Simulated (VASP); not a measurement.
# H3C2N in VASP: notebook

Runs on H3C2N. Level: PBE. Tasks: single point.

Program: VASP 6.6.1. These are calculated values, not measurements. Logs are shortened: lines on timing, memory, paths and dates and some standing lists are left out, and cuts for length are marked.

**1. The cell of the first run**

The cell holds an amorphous packing of atoms, 36 atoms: a = 8.052 Å, b = 8.052 Å, c = 8.052 Å, α = 90.00°, β = 90.00°, γ = 90.00°.

**2. Single point, PBE**

Contents of INCAR:

```
SYSTEM = H3C2N
PREC     = Accurate       ! precision mode
ENCUT    = 910            ! plane-wave cutoff, eV
EDIFF    = 1E-6           ! SCF threshold, eV
ISMEAR   = -1             ! smearing method
SIGMA    = 0.05           ! smearing width, eV
LREAL    = Auto         
LASPH    = .True.         ! aspherical terms in the spheres
NELM     = 120            ! most SCF steps
ALGO     = Normal         ! electronic algorithm
ISIF     = 2              ! what is computed and relaxed
LWAVE    = .False.        ! write WAVECAR
LCHARG   = .False.        ! write CHGCAR
GGA      = PE             ! functional
NBANDS   = 72             ! bands
GGA_COMPAT= .False.
```

Contents of KPOINTS:

```
regular mesh
0
Gamma
  1 1 1
  0 0 0
```

Contents of POSCAR:

```
H3C2N
1.0
    8.0517480000      0.0000000000      0.0000000000
    0.0000000000      8.0517480000      0.0000000000
    0.0000000000      0.0000000000      8.0517480000
C N H
12 6 18
Direct
    0.7306612179      0.2490390906      0.9141990037
    0.7996400285      0.2751452231      0.7499613748
    0.4986867448      0.3303009483      0.3507561339
    0.4936816204      0.1800106014      0.4541870908
    0.1078647767      0.8810012435      0.3993791162
    0.0715496809      0.8866646100      0.5741486197
    0.0928618233      0.5713293561      1.0058685394
    0.2773435035      0.5591332466      0.9892510297
    0.3243022509      0.0137982460     -0.0508336823
    0.2263235263      0.1187444018      0.0506473874
    0.6538704391      0.7053872029      0.5917472827
    0.7242775109      0.6970908677      0.4226908244
    0.8797095985      0.2892912197      0.6340610759
    0.4704816892      0.0625578446      0.5356352434
    0.0293849236      0.8986495852      0.7128390009
    0.4189400861      0.5423294420      0.9655667316
    0.1293880534      0.1993107584      0.1275996218
    0.7901141466      0.7062441597      0.2906201237
    0.6108363054      0.3352936530      0.9228927681
    0.6808707873      0.1243456700      0.9266062475
    0.8253238924      0.2697178302      1.0086381243
    0.6253673115      0.3847860117      0.3578726011
    0.4771510484      0.3083554031      0.2156301961
    0.3998013847      0.4128544510      0.3996275095
    0.0507715840      0.9905799337      0.3350825187
    0.2427299016      0.8753875556      0.3759307917
    0.0465116395      0.7715219105      0.3458503669
    0.0391840380      0.5062379001      0.8977926284
    0.0391591987      0.5072687322      1.1146772105
    0.0397801819      0.7042570135      0.9921944899
    0.4108300458      0.0898438451     -0.1275747825
    0.4001615550     -0.0583848377      0.0407737550
    0.2485671434     -0.0645574104     -0.1302325905
    0.7555750627      0.7133109481      0.6801380272
    0.5715901690      0.8206665186      0.5994474740
    0.5888162421      0.5855747100      0.6208341344
```

Potentials or basis: VASP PAW PBE potentials, release 64 (C_h, N_h, H_h).

The run is started by

```console
$ cat potpaw_PBE.64/C_h/POTCAR potpaw_PBE.64/N_h/POTCAR potpaw_PBE.64/H_h/POTCAR > POTCAR
$ mpirun -np 1 vasp_gam > vasp.out
```

OUTCAR:

```text
SYSTEM = H3C2N
   PREC = Accurate
   ENCUT = 910
   EDIFF = 1E-6
   ISMEAR = -1
   LREAL = Auto
   LASPH = .True.
   NELM = 120
   ISIF = 2
   GGA = PE

 ion  position               nearest neighbor table
   1  0.731  0.249  0.914-  20 1.09  21 1.09  19 1.19   2 1.45
   2  0.800  0.275  0.750-  13 1.14   1 1.45
   3  0.499  0.330  0.351-  24 1.11  22 1.11  23 1.12   4 1.47
   4  0.494  0.180  0.454-  14 1.17   3 1.47
   5  0.108  0.881  0.399-  27 1.10  26 1.10  25 1.12   6 1.44
   6  0.072  0.887  0.574-  15 1.17   5 1.44
   7  0.093  0.571  0.006-  28 1.10  29 1.10  30 1.16   8 1.49
   8  0.277  0.559  0.989-  16 1.16   7 1.49
   9  0.324  0.014  0.949-  33 1.09  31 1.11  32 1.12  10 1.42
  10  0.226  0.119  0.051-  17 1.19   9 1.42
  11  0.654  0.705  0.592-  34 1.09  36 1.12  35 1.14  12 1.48
  12  0.724  0.697  0.423-  18 1.19  11 1.48
  13  0.880  0.289  0.634-   2 1.14
  14  0.470  0.063  0.536-   4 1.17
  15  0.029  0.899  0.713-   6 1.17
  16  0.419  0.542  0.966-   8 1.16
  17  0.129  0.199  0.128-  10 1.19
  18  0.790  0.706  0.291-  12 1.19
[... 16 lines left out ...]
  35  0.572  0.821  0.599-  11 1.14
  36  0.589  0.586  0.621-  11 1.12

  LATTYP: Found a simple cubic cell.
 ALAT       =     8.0517480000

  Lattice vectors:

 A1 = (   8.0517480000,   0.0000000000,   0.0000000000)
 A2 = (   0.0000000000,   8.0517480000,   0.0000000000)
 A3 = (   0.0000000000,   0.0000000000,   8.0517480000)

Analysis of symmetry for initial positions (statically):
=====================================================================
 Subroutine PRICEL returns:
 Original cell was already a primitive cell.

 Routine SETGRP: Setting up the symmetry group for a
 simple cubic supercell.

 Subroutine GETGRP returns: Found  1 space group operations
 (whereof  1 operations were pure point group operations)
 out of a pool of 48 trial point group operations.

The static configuration has the point symmetry C_1 .

Analysis of symmetry for dynamics (positions and initial velocities):
=====================================================================
 Subroutine PRICEL returns:
 Original cell was already a primitive cell.

 Routine SETGRP: Setting up the symmetry group for a
 simple cubic supercell.

 Subroutine GETGRP returns: Found  1 space group operations
 (whereof  1 operations were pure point group operations)
 out of a pool of 48 trial point group operations.

The dynamic configuration has the point symmetry C_1 .

 Subroutine INISYM returns: Found  1 space group operations
 (whereof  1 operations are pure point group operations),
 and found     1 'primitive' translations

----------------------------------------------------------------------------------------

                                     Primitive cell

  volume of cell :     522.0000

  direct lattice vectors                    reciprocal lattice vectors
     8.051748000  0.000000000  0.000000000     0.124196634  0.000000000  0.000000000
     0.000000000  8.051748000  0.000000000     0.000000000  0.124196634  0.000000000
     0.000000000  0.000000000  8.051748000     0.000000000  0.000000000  0.124196634

  length of vectors
     8.051748000  8.051748000  8.051748000     0.124196634  0.124196634  0.124196634

  position of ions in fractional coordinates (direct lattice)
     0.730661218  0.249039091  0.914199004
     0.799640029  0.275145223  0.749961375
     0.498686745  0.330300948  0.350756134
     0.493681620  0.180010601  0.454187091
     0.107864777  0.881001244  0.399379116
     0.071549681  0.886664610  0.574148620
[... 28 lines left out ...]
     0.571590169  0.820666519  0.599447474
     0.588816242  0.585574710  0.620834134

  ion indices of the primitive-cell ions
   primitive index   ion index
                 1           1
                 2           2
                 3           3
                 4           4
                 5           5
                 6           6
[... 28 lines left out ...]
                35          35
                36          36

----------------------------------------------------------------------------------------

 KPOINTS: regular mesh

Automatic generation of k-mesh.
 Grid dimensions read from file:
 generate k-points for:    1    1    1

 Generating k-lattice:

  Cartesian coordinates                     Fractional coordinates (reciprocal lattice)
     0.124196634  0.000000000  0.000000000     1.000000000  0.000000000  0.000000000
     0.000000000  0.124196634  0.000000000     0.000000000  1.000000000  0.000000000
     0.000000000  0.000000000  0.124196634     0.000000000  0.000000000  1.000000000

  Length of vectors
     0.124196634  0.124196634  0.124196634

  Shift w.r.t. Gamma in fractional coordinates (k-lattice)
     0.000000000  0.000000000  0.000000000

 Subroutine IBZKPT returns following result:
 ===========================================

 Found      1 irreducible k-points:

 Following reciprocal coordinates:
            Coordinates               Weight
  0.000000  0.000000  0.000000      1.000000
   k-points           NKPTS =      1   k-points in BZ     NKDIM =      1   number of bands    NBANDS=     72
   number of dos      NEDOS =    301   number of ions     NIONS =     36
   total plane-waves  NPLWV = 512000
   dimension x,y,z NGX =    80 NGY =   80 NGZ =   80
   dimension x,y,z NGXF=   160 NGYF=  160 NGZF=  160
   ions per type =              12   6  18
   NGX,Y,Z   is equivalent  to a cutoff of  16.52, 16.52, 16.52 a.u.
   NGXF,Y,Z  is equivalent  to a cutoff of  33.04, 33.04, 33.04 a.u.
 SYSTEM =  H3C2N
   PREC   = accura    normal or accurate (medium, high low for compatibility)
   ISTART =      0    job   : 0-new  1-cont  2-samecut
   ICHARG =      2    charge: 1-file 2-atom 10-const
   ISPIN  =      1    spin polarized calculation?
   LNONCOLLINEAR =      F non collinear calculations
   LSORBIT =      F    spin-orbit coupling
   LASPH  =      T    aspherical Exc in radial PAW
   ENCUT  =  910.0 eV  66.88 Ry    8.18 a.u.  19.80 19.80 19.80*2*pi/ulx,y,z
   NELM   =    120;   NELMIN=  2; NELMDL= -5     # of ELM steps
   EDIFF  = 0.1E-05   stopping-criterion for ELM
   LREAL  =      T    real-space projection
   EDIFFG = 0.1E-04   stopping-criterion for IOM
   NSW    =      0    number of steps for IOM
   IBRION =     -1    ionic relax: 0-MD 1-quasi-New 2-CG
   NFREE  =      0    steps in history (QN), initial steepest desc. (CG)
   ISIF   =      2    stress and relaxation
   ISYM   =      2    0-nonsym 1-usesym 2-fastsym
   POTIM  = 0.5000    time-step for ionic-motion
   TEBEG  =    0.0;   TEEND  =   0.0 temperature during run
   PSTRESS=    0.0 pullay stress
   NELECT =      96.0000    total number of electrons
   NUPDOWN=      -1.0000    fix difference up-down
   EMIN   =  10.00;   EMAX   =-10.00  energy-range for DOS
   EFERMI =   0.00;   METHOD = LEGACY
   ISMEAR =    -1;   SIGMA  =   0.05  broadening in eV -4-tet -1-fermi 0-gaus
   EFERMI_NEDOS =   21; number of points for ismear=-14 and -15
   IALGO  =     38    algorithm
   IMIX   =      4    mixing-type and parameters
     AMIX     =   0.40;   BMIX     =  1.00
     AMIX_MAG =   1.60;   BMIX_MAG =  1.00
  volume/ion in A,a.u.               =      14.50        97.85
  Fermi-wavevector in a.u.,A,eV,Ry     =   0.930983  1.759303 11.792568  0.866729
  Thomas-Fermi vector in A             =   2.057429
   LORBIT       =      0    0 simple, 1 ext, 2 COOP (PROOUT), +10 PAW based schemes
   GGA     = PE    functional components
   LHFCALC =     F    Hartree Fock is set to
   AEXX    =    0.0000 exact exchange contribution
   IVDW    =     0    specifies the selected vdW correction
   LEPSILON=     F    determine dielectric tensor
   LRPA    =     F    only Hartree local field effects (RPA)
 non-spin polarized calculation
  energy-cutoff  :      910.00
  volume of cell :      522.00
 maximum number of plane-waves:     16266
 NGX is ok and might be reduce to    80
   NGX = 39   NGY = 39   NGZ = 39

 number of electron      95.9999999 magnetization

 Free energy of the ion-electron system (eV)
  ---------------------------------------------------
  ext. energy  EPLUGINS =         0.00000000
  ---------------------------------------------------
  free energy    TOTEN  =      -220.98787856 eV

  energy without entropy =     -220.98787856  energy(sigma->0) =     -220.98787856

 E-fermi :  -2.9794     XC(G=0):  -6.2452

 val. band max:       -4.2394417867   @ k =   0.0000   0.0000   0.0000
 cond. band min:       1.8326895818   @ k =   0.0000   0.0000   0.0000
 fundamental gap:      6.0721313685
 Fermi energy:        -2.9793736593

 k-point     1 :       0.0000    0.0000    0.0000
  band No.  band energies     occupation
      1     -19.5052      2.00000
      2     -19.4281      2.00000
      3     -19.3081      2.00000
      4     -19.2007      2.00000
      5     -19.1373      2.00000
      6     -19.0062      2.00000
[... 52 lines left out ...]
     59       3.1991      0.00000
     60       3.2771      0.00000
 [bands above 60 left out]

------------------------ aborting loop because EDIFF is reached ----------------------------------------

  FORCE on cell =-STRESS in cart. coord.  units (eV):
  Direction    XX          YY          ZZ          XY          YZ          ZX
  --------------------------------------------------------------------------------------
  -------------------------------------------------------------------------------------
  Total       -5.5725247     -3.2436561     -4.0464895      4.3875447      1.8131384      1.8964761
  in kB      -17.1037785     -9.9557702    -12.4199110     13.4667133      5.5650748      5.8208636
  external PRESSURE =     -13.1598199 kB  Pullay stress =       0.0000000 kB

 VOLUME and BASIS-vectors are now :
 -----------------------------------------------------------------------------
  energy-cutoff  :      910.00
  volume of cell :      522.00
      direct lattice vectors                 reciprocal lattice vectors
     8.051748000  0.000000000  0.000000000     0.124196634  0.000000000  0.000000000
     0.000000000  8.051748000  0.000000000     0.000000000  0.124196634  0.000000000
     0.000000000  0.000000000  8.051748000     0.000000000  0.000000000  0.124196634

 POSITION                                       TOTAL-FORCE (eV/Angst)
 -----------------------------------------------------------------------------------
      5.88310      2.00520      7.36090        -2.474577      1.373299     -0.587149
      6.43850      2.21540      6.03850        -0.680967     -0.717545      2.681478
      4.01530      2.65950      2.82420         0.458630     -0.269691      0.070031
      3.97500      1.44940      3.65700        -0.534947     -0.049610     -0.509798
      0.86850      7.09360      3.21570        -0.061717      0.198347     -0.589743
      0.57610      7.13920      4.62290        -0.510239      0.369251      0.954444
[... 28 lines left out ...]
      4.60230      6.60780      4.82660         0.584624     -1.141012      0.042640
      4.74100      4.71490      4.99880         0.016287      0.830752     -0.169968
 -----------------------------------------------------------------------------------
    total drift:                               -0.008748     -0.002203      0.003919

  FREE ENERGIE OF THE ION-ELECTRON SYSTEM (eV)
  ---------------------------------------------------
  free  energy   TOTEN  =      -220.9878785644 eV

  energy  without entropy=     -220.9878785643  energy(sigma->0) =     -220.98787856
```

It took 80 s on 1 thread of Intel Xeon 6975P-C (Granite Rapids), shared host; peak memory 0.9 GiB.

Results:

```
Free energy            : -220.9879 eV
Pressure               : -1.3 GPa
Largest force          : 3.973 eV/Å
Band gap on the k mesh : 6.07 eV
```

Forces in eV/Å, atoms in the order of the input:
```
C   -2.475  1.373 -0.587
C   -0.681 -0.718  2.681
C    0.459 -0.270  0.070
C   -0.535 -0.050 -0.510
C   -0.062  0.198 -0.590
C   -0.510  0.369  0.954
C   -0.115  1.010 -0.729
C   -1.519  0.042  0.137
C    1.845  0.001  0.585
C   -3.095  2.083  1.366
C   -0.702 -0.181 -0.782
C    1.098  0.547 -1.624
N    1.222  0.563 -2.606
N    0.284  0.438 -0.172
N    0.369 -0.315 -0.810
N   -0.127  0.098  0.098
N    1.927 -1.374 -1.213
N   -1.543 -0.464  2.377
H    1.974 -0.910  0.346
H    0.161 -0.492 -0.054
H   -0.020  0.236  0.224
H   -0.510  0.094  0.184
H   -0.158 -0.184  0.724
H    0.434  0.033 -0.281
H    0.473 -0.405  0.419
H   -0.217  0.166  0.097
H    0.136 -0.019  0.011
H    0.210 -0.030 -0.015
H    0.538  0.332 -0.004
H    0.958 -1.358  0.401
H   -0.386 -0.413  0.136
H   -0.106 -0.123 -0.762
H   -0.207 -0.205 -0.145
H    0.279  0.239  0.200
H    0.585 -1.141  0.043
H    0.016  0.831 -0.170
```

Levels at points of the mesh, in eV from the valence-band top:
```tsv
k point	band 46	band 47	band 48	band 49	band 50	band 51
(0.00, 0.00, 0.00)	-0.29	-0.15	0.00	6.07	6.37	6.67
```

Caveat: the k points lie up to 0.78 Å⁻¹ apart; the cutoff is under 1.25 times the usual one of these potentials, so pressure, stress and relaxed cells hold a basis-set (Pulay) error.

(Part 1 of 2 ends here.)
